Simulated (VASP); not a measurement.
# CoO (I4/mmm) in VASP: a series of runs, part 3 of 3

VASP 6.6.1.

## (5) Single point, PBEsol, collinear spin, ferromagnetic start

This run uses another cell than the first one, of 9.39 Å³/atom, 0.980 times its volume.

File INCAR:

```
SYSTEM = CoO
  ALGO = Normal
  EDIFF = 1E-6
  ENCUT = 520
  GGA = PS
  ISIF = 2
  ISMEAR = -1
  ISPIN = 2
  LASPH = .TRUE.
  LCHARG = .FALSE.
  LMAXMIX = 4
  LORBIT = 11
  LREAL = .FALSE.
  LWAVE = .FALSE.
  MAGMOM = 2 0
  NBANDS = 18
  NELM = 150
  PREC = Accurate
  SIGMA = 0.05
```

File KPOINTS:

```
k-points
0
G
  12 12 12
  0 0 0
```

File POSCAR:

```
CoO
1.0
   -1.4978788897      1.4978788897      2.0931045106
    1.4978788897     -1.4978788897      2.0931045106
    1.4978788897      1.4978788897     -2.0931045106
Co O
1 1
Direct
    0.0000000000      0.0000000000      0.0000000000
    0.5000000000      0.5000000000      0.0000000000
```

Potentials or basis: VASP PAW PBE potentials, release 64 (Co, O).

The run is started by

```sh
$ cat potpaw_PBE.64/Co/POTCAR potpaw_PBE.64/O/POTCAR > POTCAR
$ mpirun -np 1 vasp_std > vasp.out
```

OUTCAR:

```text
SYSTEM = CoO
   EDIFF = 1E-6
   ENCUT = 520
   GGA = PS
   ISIF = 2
   ISMEAR = -1
   ISPIN = 2
   LASPH = .TRUE.
   LORBIT = 11
   LREAL = .FALSE.
   NELM = 150
   PREC = Accurate

 ion  position               nearest neighbor table
   1  0.000  0.000  0.000-   2 2.09   2 2.09   2 2.12   2 2.12   2 2.12   2 2.12
   2  0.500  0.500  0.000-   1 2.09   1 2.09   1 2.12   1 2.12   1 2.12   1 2.12

  LATTYP: Found a body centered tetragonal cell.
 ALAT       =     2.9957577794
 C/A-ratio  =     1.3973790037

  Lattice vectors:

 A1 = (  -1.4978788897,   1.4978788897,   2.0931045106)
 A2 = (   1.4978788897,  -1.4978788897,   2.0931045106)
 A3 = (   1.4978788897,   1.4978788897,  -2.0931045106)

Analysis of symmetry for initial positions (statically):
[... 1222 lines left out ...]
  energy-cutoff  :      520.00
  volume of cell :       18.78
      direct lattice vectors                 reciprocal lattice vectors
    -1.497878890  1.497878890  2.093104511     0.000000000  0.333805359  0.238879615
     1.497878890 -1.497878890  2.093104511     0.333805359  0.000000000  0.238879615
     1.497878890  1.497878890 -2.093104511     0.333805359  0.333805359  0.000000000

 POSITION                                       TOTAL-FORCE (eV/Angst)
 -----------------------------------------------------------------------------------
      0.00000      0.00000      0.00000         0.000000      0.000000      0.000000
      0.00000      0.00000      2.09310        -0.000000     -0.000000      0.000000
 -----------------------------------------------------------------------------------
    total drift:                               -0.000000      0.000000     -0.000000

  FREE ENERGIE OF THE ION-ELECTRON SYSTEM (eV)
  ---------------------------------------------------
  free  energy   TOTEN  =       -13.9896217292 eV

  energy  without entropy=      -13.9562310241  energy(sigma->0) =      -13.97292638

 total charge

# of ion       s       p       d       tot
------------------------------------------
    1        0.305   0.380   7.168   7.854
    2        1.551   3.412   0.000   4.963
--------------------------------------------------
tot          1.856   3.792   7.168  12.816

 magnetization (x)

# of ion       s       p       d       tot
------------------------------------------
    1        0.020   0.018   2.479   2.518
    2        0.030   0.272   0.000   0.302
--------------------------------------------------
tot          0.050   0.290   2.479   2.820
```

stdout:

```text
POSCAR found type information on POSCAR CoO
 POSCAR found :  2 types and       2 ions
 scaLAPACK will be used
 -----------------------------------------------------------------------------
|                                                                             |
|                                                                             |
|     You enforced a specific xc type in the INCAR file but a different       |
|     I HOPE YOU KNOW WHAT YOU ARE DOING!                                     |
|                                                                             |
 -----------------------------------------------------------------------------

 LDA part: xc-table for (Slater+PW92), standard interpolation
 POSCAR, INCAR and KPOINTS ok, starting setup
 FFT: planning ... GRIDC
 FFT: planning ... GRID_SOFT
 FFT: planning ... GRID
 WAVECAR not read
 entering main loop
```

Run time: 70 s. Hardware: 1 thread of Intel Xeon 6975P-C, shared host; peak memory 0.22 GiB.

Results:

```
Free energy                                           : -13.9896 eV
Pressure                                              : -6.5 GPa
Net moment                                            : 2.87 μB per cell
Site moments                                          : Co +2.52; O +0.30 μB
Valence electrons inside the program's atomic spheres : Co 7.85; O 4.96
```

Stress tensor (GPa, compression positive):
```
-6.66  0.00  0.00
 0.00 -6.66  0.00
 0.00  0.00 -6.32
```

Caveat: the PAW data sets were made with another functional, which shifts forces and pressure a little; a cell with one magnetic atom can't hold antiferromagnetic order, which such compounds often take; semilocal functionals often make such compounds metallic where correlation or magnetic order opens a gap, which also shifts bond lengths.

## (6) Single point, LDA, collinear spin, ferromagnetic start (volume scaled by 1.06)

File INCAR:

```
SYSTEM = CoO
  PREC = Accurate
  ENCUT = 520
  EDIFF = 1E-7
  ISMEAR = -1
  SIGMA = 0.05
  LREAL = .FALSE.
  LASPH = .TRUE.
  NELM = 150
  ALGO = Normal
  ISIF = 2
  LWAVE = .FALSE.
  LCHARG = .TRUE.
  ISPIN = 2
  MAGMOM = 2 0
  LORBIT = 11
  LMAXMIX = 4
  GGA = CA
  LELF = .TRUE.
  LVHAR = .TRUE.
  NBANDS = 18
```

File KPOINTS:

```
regular mesh
0
G
  12 12 12
  0 0 0
```

File POSCAR:

```
CoO
1.0
   -1.5375761362      1.5375761362      2.1485766095
    1.5375761362     -1.5375761362      2.1485766095
    1.5375761362      1.5375761362     -2.1485766095
Co O
1 1
Direct
    0.0000000000      0.0000000000      0.0000000000
    0.5000000000      0.5000000000      0.0000000000
```

Potentials or basis: VASP PAW LDA potentials, release 64 (Co, O).

The run is started by

```sh
$ cat potpaw_LDA.64/Co/POTCAR potpaw_LDA.64/O/POTCAR > POTCAR
$ mpirun -np 1 vasp_std > vasp.out
```

Run time: 6.3 min. Hardware: 1 thread of AMD EPYC 7R13, shared host; peak memory 0.18 GiB.

The run converged. Its results:

* Free energy: -14.5190 eV
* Pressure: -25.5 GPa
* Net moment: 2.90 μB per cell
* Site moments: Co +2.51; O +0.33 μB
* Valence electrons inside the program's atomic spheres: Co 7.75; O 4.91

Stress tensor (GPa, compression positive):
```
-25.26   0.00   0.00
  0.00 -25.26   0.00
  0.00   0.00 -25.92
```

Levels at points of the mesh, in eV from the Fermi level:
Spin up:
| k point | band 5 | band 6 | band 7 | band 8 | band 9 | band 10 | band 11 | band 12 | band 13 | band 14 |
| --- | --- | --- | --- | --- | --- | --- | --- | --- | --- | --- |
| (0.00, 0.00, 0.00) | -2.97 | -2.97 | -2.97 | -2.97 | -2.90 | 0.70 | 16.47 | 17.55 | 17.55 | 17.58 |
| (0.50, 0.00, 0.00) | -2.26 | -2.26 | -1.78 | 0.06 | 0.14 | 4.80 | 8.68 | 12.74 | 13.01 | 19.65 |
| (0.50, 0.50, 0.00) | -3.75 | -2.65 | -2.20 | -2.01 | -2.01 | 5.38 | 9.22 | 11.37 | 14.88 | 15.07 |
| (0.50, 0.50, 0.50) | -3.72 | -2.62 | -2.20 | -2.02 | -2.02 | 5.39 | 9.38 | 11.22 | 14.83 | 14.83 |
Spin down:
```
           k point  band 2  band 3  band 4  band 5  band 6  band 7  band 8  band 9  band 10  band 11
(0.00, 0.00, 0.00)   -2.50   -2.45   -2.45   -1.00   -1.00   -0.95   -0.36   -0.36     1.24    16.56
(0.50, 0.00, 0.00)   -7.25   -4.51   -4.48   -0.11   -0.09    0.19    2.17    2.24     5.16     9.45
(0.50, 0.50, 0.00)   -6.10   -3.69   -3.60   -2.03    0.06    0.15    0.17    0.48     6.11     9.75
(0.50, 0.50, 0.50)   -6.08   -3.68   -3.68   -2.02    0.08    0.16    0.16    0.48     6.11     9.89
```

Caveat: the cell differs from its parent crystal (volume scaled by 1.06); a cell with one magnetic atom can't hold antiferromagnetic order, which such compounds often take; semilocal functionals often make such compounds metallic where correlation or magnetic order opens a gap, which also shifts bond lengths.

## (7) The runs side by side

```csv
level,potentials or basis,fixed moment (μB),cell,smearing,gap on the mesh (eV),pressure (GPa),moment (μB)
PBE,"VASP PAW PBE potentials, release 64 (Co, O)",0.5,"a = 2.998 Å, angles 119.6, 119.6, 90.7°, 2 atoms",fermi-dirac 0.05 eV,-,-17.1,0.50
PBEsol,"VASP PAW PBE potentials, release 64 (Co, O)",-,"a = 2.998 Å, angles 119.6, 119.6, 90.7°, 2 atoms",gaussian 0.1 eV,none,-9.8,2.93
PBE,"VASP PAW PBE potentials, release 64 (Co, O)",-,"a = 2.998 Å, angles 119.6, 119.6, 90.7°, 2 atoms",gaussian 0.02 eV,none,-0.4,2.92
PBEsol,"VASP PAW PBE potentials, release 64 (Co, O)",-,"a = 2.978 Å, angles 119.6, 119.6, 90.7°, 2 atoms",fermi-dirac 0.05 eV,none,-6.5,2.87
LDA,"VASP PAW LDA potentials, release 64 (Co, O)",-,"a = 3.057 Å, angles 119.6, 119.6, 90.7°, 2 atoms",fermi-dirac 0.05 eV,none,-25.5,2.90
```

Alike in all rows: task single point; spin collinear, ferromagnetic start; k mesh 12 × 12 × 12; cutoff (eV) 520.

Caveats: a cell with one magnetic atom can't hold antiferromagnetic order, which such compounds often take; semilocal functionals often make such compounds metallic where correlation or magnetic order opens a gap, which also shifts bond lengths (some runs); the PAW data sets were made with another functional, which shifts forces and pressure a little (some runs); the total moment is fixed, so each spin has its own Fermi level (some runs).

Total energies depend on the potentials used, so only differences within one code and one set of settings carry meaning.
